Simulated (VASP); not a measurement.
# Li3H2 in VASP: notebook, part 2 of 3

VASP 6.6.1. Earlier steps stand in the parts before.

## Step 3: Single point, PBE

This run uses another cell than the first one, of 12.59 Å³/atom.

INCAR

```
SYSTEM = Li3H2
PREC = Accurate ; ENCUT = 520
EDIFF = 1E-7 ; ISMEAR = 0
SIGMA = 0.2 ; LREAL = .False.
LASPH = .True. ; NELM = 100
ALGO = Normal ; ISIF = 2
LWAVE = .False. ; LCHARG = .False.
GGA = PE ; NBANDS = 22
```

KPOINTS

```
Automatic mesh
0
Gamma
  4 4 4
  0 0 0
```

POSCAR

```
Li3H2
1.0
   -0.0020071273      0.0020260363     -4.7937167457
    4.6776499825     -2.8201783087      0.0027311875
   -4.6670063036     -2.8029531149     -0.0004590924
Li H
6 4
Direct
    0.4859336558      0.2028566519      0.2017639221
    0.9880218956      0.7980180689      0.7990283545
    0.4341111111      0.8452932460      0.4625692319
    0.9346273763      0.1546106646      0.5373863241
    0.9341054762      0.5368263087      0.1554881851
    0.4343963256      0.4624619925      0.8440628250
    0.5587421807      0.1851381477      0.5207995365
    0.0583193759      0.8145030899      0.4789016924
    0.0587176743      0.4783516344      0.8144346750
    0.5582250084      0.5219401953      0.1855652534
```

Potentials or basis: VASP PAW PBE potentials, release 64 (Li_sv, H).

Launch:

```console
$ cat potpaw_PBE.64/Li_sv/POTCAR potpaw_PBE.64/H/POTCAR > POTCAR
$ mpirun -np 1 vasp_std > vasp.out
```

OUTCAR:

```text
SYSTEM = Li3H2
   PREC = Accurate
   ENCUT = 520
   EDIFF = 1E-7
   ISMEAR = 0
   LREAL = .False.
   LASPH = .True.
   NELM = 100
   ISIF = 2
   GGA = PE

 ion  position               nearest neighbor table
   1  0.486  0.203  0.202-
   2  0.988  0.798  0.799-
   3  0.434  0.845  0.463-
   4  0.935  0.155  0.537-
   5  0.934  0.537  0.155-
   6  0.434  0.462  0.844-
   7  0.559  0.185  0.521-
   8  0.058  0.815  0.479-
   9  0.059  0.478  0.814-
  10  0.558  0.522  0.186-

  LATTYP: Found a triclinic cell.
 ALAT       =     9.3446727064
 B/A-ratio  =     0.5825814419
 C/A-ratio  =     0.5129893518
 COS(alpha) =     0.0002256625
 COS(beta)  =     0.0007608787
 COS(gamma) =     0.8563194996

  Lattice vectors:

 A1 = (   9.3446562861,  -0.0172251938,   0.0031902799)
 A2 = (   4.6670063036,   2.8029531149,   0.0004590924)
 A3 = (   0.0020071273,  -0.0020260363,   4.7937167457)

Analysis of symmetry for initial positions (statically):
=====================================================================
 Subroutine PRICEL returns:
 Original cell was already a primitive cell.

 Routine SETGRP: Setting up the symmetry group for a
 triclinic supercell.

 Subroutine GETGRP returns: Found  1 space group operations
 (whereof  1 operations were pure point group operations)
 out of a pool of  2 trial point group operations.

The static configuration has the point symmetry C_1 .

Analysis of symmetry for dynamics (positions and initial velocities):
=====================================================================
 Subroutine PRICEL returns:
 Original cell was already a primitive cell.

[... 138 lines left out ...]
   ISMEAR =     0;   SIGMA  =   0.20  broadening in eV -4-tet -1-fermi 0-gaus
   EFERMI_NEDOS =   21; number of points for ismear=-14 and -15
   IALGO  =     38    algorithm
   IMIX   =      4    mixing-type and parameters
     AMIX     =   0.40;   BMIX     =  1.00
     AMIX_MAG =   1.60;   BMIX_MAG =  1.00
  volume/ion in A,a.u.               =      12.59        84.99
  Fermi-wavevector in a.u.,A,eV,Ry     =   0.915142  1.729367 11.394663  0.837484
  Thomas-Fermi vector in A             =   2.039849
   LORBIT       =      0    0 simple, 1 ext, 2 COOP (PROOUT), +10 PAW based schemes
   GGA     = PE    functional components
   LHFCALC =     F    Hartree Fock is set to
   AEXX    =    0.0000 exact exchange contribution
   IVDW    =     0    specifies the selected vdW correction
   LEPSILON=     F    determine dielectric tensor
   LRPA    =     F    only Hartree local field effects (RPA)
 non-spin polarized calculation
 Gauss-broadening in eV      SIGMA  =   0.20
  energy-cutoff  :      520.00
  volume of cell :      125.95
 maximum number of plane-waves:      3410
   NGX = 17   NGY = 21   NGZ = 21

 number of electron      22.0000006 magnetization

 Free energy of the ion-electron system (eV)
  ---------------------------------------------------
  ext. energy  EPLUGINS =         0.00000000
  ---------------------------------------------------
  free energy    TOTEN  =       -27.48674325 eV

  energy without entropy =      -27.45901569  energy(sigma->0) =      -27.47287947

 E-fermi :   0.8693     XC(G=0):  -7.3070

 val. band max:        0.7306015624   @ k =   0.0000   0.2500  -0.0000
 cond. band min:       0.9901972810   @ k =   0.5000  -0.2500   0.2500
 fundamental gap:      0.2595957186
 Fermi energy:         0.8692834649

 k-point     1 :       0.0000    0.0000    0.0000
  band No.  band energies     occupation
      1     -45.5631      2.00000
      2     -45.5593      2.00000
      3     -45.4629      2.00000
      4     -45.4455      2.00000
      5     -45.4412      2.00000
      6     -45.4396      2.00000
[... 589 lines left out ...]
     21       8.5041      0.00000
     22       8.8998      0.00000

 [... further k-points ...]
[... 5 lines left out ...]
  --------------------------------------------------------------------------------------
  -------------------------------------------------------------------------------------
  Total        0.0161014     -0.0359470      0.0461651      0.0240126      0.0100654     -0.0065944
  in kB        0.2048290     -0.4572888      0.5872762      0.3054694      0.1280441     -0.0838884
  external PRESSURE =       0.1116055 kB  Pullay stress =       0.0000000 kB

 VOLUME and BASIS-vectors are now :
 -----------------------------------------------------------------------------
  energy-cutoff  :      520.00
  volume of cell :      125.95
      direct lattice vectors                 reciprocal lattice vectors
    -0.002007127  0.002026036 -4.793716746     0.000071063 -0.000084155 -0.208606467
     4.677649983 -2.820178309  0.002731188     0.106685635 -0.177634963 -0.000119746
    -4.667006304 -2.802953115 -0.000459092    -0.107341206 -0.178040045 -0.000030304

 POSITION                                       TOTAL-FORCE (eV/Angst)
 -----------------------------------------------------------------------------------
      0.00628     -1.13664     -2.32897        -0.005649      0.001997     -0.001950
      0.00180     -4.48819     -4.73448         0.003967      0.001117      0.010993
      1.79430     -3.67956     -2.07891        -0.002570      0.003667     -0.004391
     -1.78665     -1.94040     -4.48016         0.005983     -0.000006      0.004420
      1.78355     -1.94788     -4.47644        -0.003821     -0.001138     -0.004313
     -1.77688     -3.66921     -2.08150         0.001328     -0.003590     -0.003978
     -1.56568     -1.98077     -2.67819         0.000032      0.001427      0.000622
      1.57481     -3.63926     -0.27756         0.000557     -0.005071     -0.002556
     -1.56353     -3.63174     -0.28054         0.005085     -0.004825      0.001098
      1.57430     -1.99096     -2.67463        -0.004912      0.006421      0.000055
 -----------------------------------------------------------------------------------
    total drift:                               -0.000186     -0.000231     -0.003392

  FREE ENERGIE OF THE ION-ELECTRON SYSTEM (eV)
  ---------------------------------------------------
  free  energy   TOTEN  =       -27.4867432505 eV

  energy  without entropy=      -27.4590156892  energy(sigma->0) =      -27.47287947
```

OSZICAR:

```text
N       E                     dE             d eps       ncg     rms          rms(c)
DAV:   1     0.105070082459E+03    0.10507E+03   -0.97429E+03  1584   0.101E+03
DAV:   2    -0.441163580227E+01   -0.10948E+03   -0.10471E+03  1654   0.265E+02
DAV:   3    -0.278208348887E+02   -0.23409E+02   -0.23218E+02  2884   0.615E+01
DAV:   4    -0.296005498610E+02   -0.17797E+01   -0.17679E+01  2390   0.285E+01
DAV:   5    -0.297870159010E+02   -0.18647E+00   -0.18645E+00  2464   0.607E+00    0.714E+00
DAV:   6    -0.279978471734E+02    0.17892E+01   -0.12185E+00  1902   0.408E+00    0.345E+00
DAV:   7    -0.274469495561E+02    0.55090E+00   -0.16970E+00  1972   0.422E+00    0.773E-01
DAV:   8    -0.274922094566E+02   -0.45260E-01   -0.29071E-01  2378   0.189E+00    0.460E-01
DAV:   9    -0.274876062728E+02    0.46032E-02   -0.61725E-03  2168   0.293E-01    0.294E-01
DAV:  10    -0.274866578849E+02    0.94839E-03   -0.42550E-03  2044   0.255E-01    0.402E-02
DAV:  11    -0.274867393371E+02   -0.81452E-04   -0.39401E-04  2492   0.114E-01    0.191E-02
DAV:  12    -0.274867503994E+02   -0.11062E-04   -0.14801E-05  2764   0.240E-02    0.189E-02
DAV:  13    -0.274867433551E+02    0.70443E-05   -0.59008E-06  2010   0.174E-02    0.262E-03
DAV:  14    -0.274867430412E+02    0.31388E-06   -0.11856E-06  2364   0.553E-03    0.396E-04
DAV:  15    -0.274867433538E+02   -0.31261E-06   -0.70556E-08  1342   0.187E-03    0.342E-04
DAV:  16    -0.274867432105E+02    0.14328E-06   -0.20173E-08  1200   0.104E-03    0.227E-04
DAV:  17    -0.274867432505E+02   -0.39967E-07   -0.11573E-08  1188   0.723E-04
   1 F= -.27486743E+02 E0= -.27472879E+02  d E =-.277276E-01
```

stdout:

```text
POSCAR found type information on POSCAR LiH
 POSCAR found :  2 types and      10 ions
 scaLAPACK will be used
 LDA part: xc-table for (Slater+PW92), standard interpolation
 POSCAR, INCAR and KPOINTS ok, starting setup
 FFT: planning ... GRIDC
 FFT: planning ... GRID_SOFT
 FFT: planning ... GRID
 WAVECAR not read
 entering main loop
```

Wall time 100 s (1 thread of Intel Xeon Platinum 8259CL at 2.50GHz (Skylake/Cascade Lake), shared host); peak memory 0.26 GiB.

What came out:

```
Free energy            : -27.4867 eV
Largest force          : 0.012 eV/Å
Band gap on the k mesh : zero (bands 11 and 12 overlap by 1.39 eV)
```

Forces in eV/Å, atoms in the order of the input:
```
Li  -0.006  0.002 -0.002
Li   0.004  0.001  0.011
Li  -0.003  0.004 -0.004
Li   0.006  0.000  0.004
Li  -0.004 -0.001 -0.004
Li   0.001 -0.004 -0.004
H    0.000  0.001  0.001
H    0.001 -0.005 -0.003
H    0.005 -0.005  0.001
H   -0.005  0.006  0.000
```

Caveat: the cutoff is under 1.25 times the usual one of these potentials, so pressure, stress and relaxed cells hold a basis-set (Pulay) error.

(Part 2 of 3 ends here.)
